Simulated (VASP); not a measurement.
# FeCo3: single point with PBEsol

Crystal: FeCo3.

```xyz
4
Lattice="3.5561 0.0000 0.0000 0.0000 3.5561 0.0000 0.0000 0.0000 3.5561" Properties=species:S:1:pos:R:3 pbc="T T T"
Fe    0.0000    0.0000    0.0000
Co    1.7780    1.7780    0.0000
Co    1.7780    0.0000    1.7780
Co    0.0000    1.7780    1.7780
```

This cell differs from its parent crystal: volume scaled by 1.06.

```yaml
Program: VASP 6.6.1
Task: single point
Functional: PBEsol
Potentials_or_basis: VASP PAW PBE potentials, release 64 (Fe, Co)
Cutoff: 520 eV
k_mesh: 12 × 12 × 12
Occupations: gaussian, width 0.1 eV
Spin: collinear spin, ferromagnetic start
Starting_moments: "[2.77, 1.78, 1.78, 1.78] μB"
Dipole_correction: no
Further_INCAR_settings: ALGO = Normal; EDIFF = 1e-06; NBANDS = 30
```

```json
{"Pressure": "-12.0 GPa", "Net moment": "7.43 μB per cell", "Site moments": "Fe +2.60; Co +1.62 μB", "Valence electrons inside the program's atomic spheres": "Fe 7.19; Co 8.24"}
```

Levels at points of the mesh, in eV from the Fermi level:
Spin up:
| k point | band 19 | band 20 | band 21 | band 22 | band 23 | band 24 |
| --- | --- | --- | --- | --- | --- | --- |
| (0.00, 0.00, 0.00) | -0.26 | -0.26 | -0.26 | 2.49 | 2.49 | 2.49 |
| (0.50, 0.00, 0.00) | -1.19 | -1.12 | -0.45 | -0.26 | 7.84 | 7.84 |
| (0.50, 0.50, 0.00) | -1.38 | -1.34 | 1.01 | 1.01 | 1.18 | 1.21 |
| (0.50, 0.50, 0.50) | -0.56 | -0.56 | -0.27 | -0.24 | -0.24 | -0.24 |
Spin down:
| k point | band 9 | band 10 | band 11 | band 12 | band 13 | band 14 | band 15 | band 16 | band 17 | band 18 |
| --- | --- | --- | --- | --- | --- | --- | --- | --- | --- | --- |
| (0.00, 0.00, 0.00) | -0.84 | -0.84 | 0.54 | 0.54 | 1.28 | 1.36 | 1.36 | 1.36 | 1.78 | 1.78 |
| (0.50, 0.00, 0.00) | -1.75 | -1.75 | -0.48 | -0.30 | -0.03 | -0.03 | 0.25 | 0.49 | 0.49 | 0.80 |
| (0.50, 0.50, 0.00) | -1.51 | -1.51 | -1.36 | -1.15 | -0.18 | -0.18 | -0.14 | 0.21 | 0.25 | 0.76 |
| (0.50, 0.50, 0.50) | -0.84 | -0.84 | -0.67 | -0.67 | -0.26 | -0.13 | -0.13 | -0.13 | 1.21 | 1.21 |

It took 4 min on 1 thread of Oxide Virtual Turin-like Processor, on a shared host, peak memory 0.25 GiB.

Caveat: the PAW data sets were made with another functional, which shifts forces and pressure a little.
